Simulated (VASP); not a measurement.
# SbP (F-43m) in VASP: a series of runs, part 2 of 2

VASP 6.6.1. The steps go on from the part before.

**4. Single point, PBE**

This run uses another cell than the first one, of 31.73 Å³/atom.

The input, INCAR:

```
PREC = Accurate ; ENCUT = 500
EDIFF = 1E-6 ; ISMEAR = 0
SIGMA = 0.05 ; LREAL = F
LASPH = T ; NELM = 120
ALGO = Normal ; ISIF = 2
LWAVE = F ; LCHARG = T
GGA = PE ; LELF = T
LVHAR = T ; NBANDS = 12
GGA_COMPAT = F
```

The input, KPOINTS:

```
regular mesh
0
Gamma
  6 6 6
```

The input, POSCAR:

```
SbP
1.0
    0.0000000000      3.1659402395      3.1659402395
    3.1659402395      0.0000000000      3.1659402395
    3.1659402395      3.1659402395      0.0000000000
Sb P
1 1
Direct
    0.0000000000      0.0000000000      0.0000000000
    0.2500000000      0.2500000000      0.2500000000
```

Potentials or basis: VASP PAW PBE potentials, release 64 (Sb, P).

The run is started by

```bash
cat potpaw_PBE.64/Sb/POTCAR potpaw_PBE.64/P/POTCAR > POTCAR
mpirun -np 1 vasp_std > vasp.out
```

OUTCAR:

```text
PREC = Accurate
   ENCUT = 500
   EDIFF = 1E-6
   ISMEAR = 0
   LREAL = F
   LASPH = T
   NELM = 120
   ISIF = 2
   GGA = PE

 ion  position               nearest neighbor table
   1  0.000  0.000  0.000-   2 2.74   2 2.74   2 2.74   2 2.74
   2  0.250  0.250  0.250-   1 2.74   1 2.74   1 2.74   1 2.74

  LATTYP: Found a face centered cubic cell.
 ALAT       =     6.3318804790

  Lattice vectors:

 A1 = (   0.0000000000,   3.1659402395,   3.1659402395)
 A2 = (   3.1659402395,   0.0000000000,   3.1659402395)
 A3 = (   3.1659402395,   3.1659402395,   0.0000000000)

Analysis of symmetry for initial positions (statically):
=====================================================================
 Subroutine PRICEL returns:
 Original cell was already a primitive cell.

 Routine SETGRP: Setting up the symmetry group for a
 face centered cubic supercell.

 Subroutine GETGRP returns: Found 24 space group operations
 (whereof 24 operations were pure point group operations)
 out of a pool of 48 trial point group operations.

The static configuration has the point symmetry T_d .

Analysis of symmetry for dynamics (positions and initial velocities):
=====================================================================
 Subroutine PRICEL returns:
 Original cell was already a primitive cell.

 Routine SETGRP: Setting up the symmetry group for a
 face centered cubic supercell.

 Subroutine GETGRP returns: Found 24 space group operations
 (whereof 24 operations were pure point group operations)
 out of a pool of 48 trial point group operations.

The dynamic configuration has the point symmetry T_d .

 Subroutine INISYM returns: Found 24 space group operations
 (whereof 24 operations are pure point group operations),
 and found     1 'primitive' translations

----------------------------------------------------------------------------------------

                                     Primitive cell

[... 109 lines left out ...]
   IVDW    =     0    specifies the selected vdW correction
   LEPSILON=     F    determine dielectric tensor
   LRPA    =     F    only Hartree local field effects (RPA)
 non-spin polarized calculation
 Gauss-broadening in eV      SIGMA  =   0.05
  energy-cutoff  :      500.00
  volume of cell :       63.47
 maximum number of plane-waves:      1639
 NGX is ok and might be reduce to    36
   NGX = 17   NGY = 17   NGZ = 17

 number of electron      10.0000001 magnetization

 Free energy of the ion-electron system (eV)
  ---------------------------------------------------
  ext. energy  EPLUGINS =         0.00000000
  ---------------------------------------------------
  free energy    TOTEN  =        -8.61629062 eV

  energy without entropy =       -8.61465845  energy(sigma->0) =       -8.61547454

 E-fermi :   4.5120     XC(G=0):  -8.4343

 val. band max:        4.4850789296   @ k =   0.1667   0.1667   0.0000
 cond. band min:       4.8024034408   @ k =  -0.3333   0.5000   0.1667
 fundamental gap:      0.3173245112
 Fermi energy:         4.5120124820

 k-point     1 :       0.0000    0.0000    0.0000
  band No.  band energies     occupation
      1      -8.1226      2.00000
      2      -0.4726      2.00000
      3       2.3421      2.00000
      4       2.3421      2.00000
      5       2.3421      2.00000
      6       5.0528      0.00000
      7       5.0528      0.00000
      8       5.0528      0.00000
      9       9.2499      0.00000
     10      11.2980      0.00000
     11      11.2980      0.00000
     12      13.0898      0.00000
[... 211 lines left out ...]
 k-point    16 :      -0.3333    0.5000    0.1667
  band No.  band energies     occupation
      1      -5.8140      2.00000
      2      -5.1086      2.00000
      3       0.2242      2.00000
      4       0.2588      2.00000
      5       4.8024      0.00000
      6       4.9774      0.00000
      7       7.5738      0.00000
      8       8.1420      0.00000
      9      10.4216      0.00000
     10      11.6542      0.00000
     11      13.2703      0.00000
     12      13.3377      0.00000

------------------------ aborting loop because EDIFF is reached ----------------------------------------

  FORCE on cell =-STRESS in cart. coord.  units (eV):
  Direction    XX          YY          ZZ          XY          YZ          ZX
  --------------------------------------------------------------------------------------
  -------------------------------------------------------------------------------------
  Total        0.0279018      0.0279018      0.0279018      0.0000000      0.0000000      0.0000000
  in kB        0.7043768      0.7043768      0.7043768      0.0000000      0.0000000      0.0000000
  external PRESSURE =       0.7043768 kB  Pullay stress =       0.0000000 kB

 VOLUME and BASIS-vectors are now :
 -----------------------------------------------------------------------------
  energy-cutoff  :      500.00
  volume of cell :       63.47
      direct lattice vectors                 reciprocal lattice vectors
     0.000000000  3.165940239  3.165940239    -0.157930966  0.157930966  0.157930966
     3.165940239  0.000000000  3.165940239     0.157930966 -0.157930966  0.157930966
     3.165940239  3.165940239  0.000000000     0.157930966  0.157930966 -0.157930966

 POSITION                                       TOTAL-FORCE (eV/Angst)
 -----------------------------------------------------------------------------------
      0.00000      0.00000      0.00000         0.000000      0.000000      0.000000
      1.58297      1.58297      1.58297        -0.000000     -0.000000     -0.000000
 -----------------------------------------------------------------------------------
    total drift:                               -0.000000     -0.000000     -0.000000

  FREE ENERGIE OF THE ION-ELECTRON SYSTEM (eV)
  ---------------------------------------------------
  free  energy   TOTEN  =        -8.6162906241 eV

  energy  without entropy=       -8.6146584466  energy(sigma->0) =       -8.61547454
```

OSZICAR:

```text
N       E                     dE             d eps       ncg     rms          rms(c)
DAV:   1     0.266815047559E+02    0.26682E+02   -0.35535E+03   384   0.612E+02
DAV:   2    -0.681297158392E+01   -0.33494E+02   -0.32226E+02   520   0.100E+02
DAV:   3    -0.883379386856E+01   -0.20208E+01   -0.20134E+01   512   0.256E+01
DAV:   4    -0.885379778169E+01   -0.20004E-01   -0.20000E-01   440   0.312E+00
DAV:   5    -0.885409147756E+01   -0.29370E-03   -0.29369E-03   500   0.386E-01    0.414E+00
DAV:   6    -0.862077867805E+01    0.23331E+00   -0.12497E+00   424   0.348E+00    0.267E+00
DAV:   7    -0.861969842101E+01    0.10803E-02   -0.61306E-02   456   0.135E+00    0.136E+00
DAV:   8    -0.861638987423E+01    0.33085E-02   -0.87866E-03   404   0.451E-01    0.201E-01
DAV:   9    -0.861618520166E+01    0.20467E-03   -0.19604E-03   460   0.198E-01    0.716E-02
DAV:  10    -0.861625756333E+01   -0.72362E-04   -0.15688E-04   420   0.668E-02    0.336E-02
DAV:  11    -0.861629037614E+01   -0.32813E-04   -0.55269E-05   412   0.376E-02    0.418E-03
DAV:  12    -0.861629062411E+01   -0.24797E-06   -0.38944E-06   432   0.910E-03
   1 F= -.86162906E+01 E0= -.86154745E+01  d E =-.163218E-02
```

It took 27 s on 1 thread of Intel Xeon 8259CL, shared host; peak memory 0.2 GiB.

What came out:

| Property | Result |
| --- | --- |
| Free energy | -8.6163 eV |
| Pressure | 0.1 GPa |
| Band gap on the k mesh | zero (bands 5 and 6 overlap by 0.87 eV) |

Caveat: spin-orbit coupling is left out, which moves the levels of the heavy elements.

**5. Overview**

```tsv
cell	gap on the mesh (eV)	pressure (GPa)
a = 4.116 Å, angles 60.0°, 2 atoms	none	17.0
a = 4.299 Å, angles 60.0°, 2 atoms	none	6.8
a = 4.477 Å, angles 60.0°, 2 atoms	none	0.1
```

Alike in all rows: task single point; level PBE; potentials or basis VASP PAW PBE potentials, release 64 (Sb, P); no spin polarisation; k mesh 6 × 6 × 6; cutoff (eV) 500; smearing gaussian 0.05 eV.

Caveats: spin-orbit coupling is left out, which moves the levels of the heavy elements; the cell stands under pressure (at least some runs).

Total energies depend on the potentials used, so only differences within one code and one set of settings carry meaning.

The gap in the log of VASP goes by the Fermi energy; the results here count the filled bands.